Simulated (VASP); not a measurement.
Set up this calculation in VASP 6.6.1, as the native input.

| Item | Value |
| --- | --- |
| Task | single point |
| Functional | PBE |
| Potentials or basis | VASP PAW PBE potentials, release 64 (Lu) |
| Cutoff | 520 eV |
| k mesh | 13 × 13 × 8 |
| Occupations | fermi-dirac, width 0.03 eV |
| Spin | no spin polarisation |
| Dipole correction | no |
| Further INCAR settings | ALGO = Normal; EDIFF = 1e-06; NBANDS = 32 |

The structure of Lu lies in POSCAR:

```
Lu
1.0
    3.4804025462      0.0000000000      0.0000000000
   -1.7402012731      3.0141170205      0.0000000000
    0.0000000000      0.0000000000      5.5198196370
Lu
2
Direct
    0.3333333333      0.6666666667      0.2500000000
    0.6666666667      0.3333333333      0.7500000000
```

One way to write it, as run:

INCAR

```
  PREC = Accurate
  ENCUT = 520
  EDIFF = 1E-6
  ISMEAR = -1
  SIGMA = 0.03
  LREAL = F
  LASPH = T
  NELM = 100
  ALGO = Normal
  ISIF = 2
  LWAVE = F
  LCHARG = F
  GGA = PE
  NBANDS = 32
```

KPOINTS

```
Automatic mesh
0
Gamma
  13 13 8
```

Potentials or basis: VASP PAW PBE potentials, release 64 (Lu).

Run with:

```console
$ cat potpaw_PBE.64/Lu/POTCAR > POTCAR
$ mpirun -np 1 vasp_std > vasp.out
```

Results of the run:

The pressure is 0.7 GPa and the band gap on the k mesh is zero (bands 25 and 26 overlap by 1.75 eV).

Caveat: spin-orbit coupling is left out, which moves the levels of the heavy elements.

Run time: 69 s on 1 thread of AMD EPYC 9R45 96-Core Processor (Zen 5), with other jobs on the host, peak memory 0.27 GiB.
